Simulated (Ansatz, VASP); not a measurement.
## Two plane-wave programs on GaN

```
CELL_PARAMETERS angstrom
5.16408 0.00000 0.00000
-2.58204 4.47222 0.00000
0.00000 0.00000 3.39009
ATOMIC_POSITIONS crystal
Ga 0.00000 0.00000 0.50000
N 0.00000 0.00000 0.00000
```

Alike in both runs: functional PBE; k mesh 6 × 6 × 8; occupations gaussian, width 0.02 eV; no spin polarisation.

Ansatz relaxed the structure, and its values are those at the end. VASP's run is a single point on that final structure, the one shown.

|  | VASP | Ansatz |
| --- | --- | --- |
| version | VASP 6.6.1 | Ansatz 0.2.0 |
| potentials or method | VASP PAW PBE potentials, release 64 (Ga_d, N), cutoff 520 eV | scalar-relativistic, plane waves, PAW |
| valence electrons in the cell | 18 | 18 |

Ansatz gave:

* gap on the k mesh at the Fermi level (eV): 1.13
* least direct gap on the mesh (eV): 2.82
* pressure (GPa): 0.0

Problem. Estimate VASP's values.

Solution. gap on the k mesh at the Fermi level (eV): 1.13; least direct gap on the mesh (eV): 2.81; pressure (GPa): -0.2.
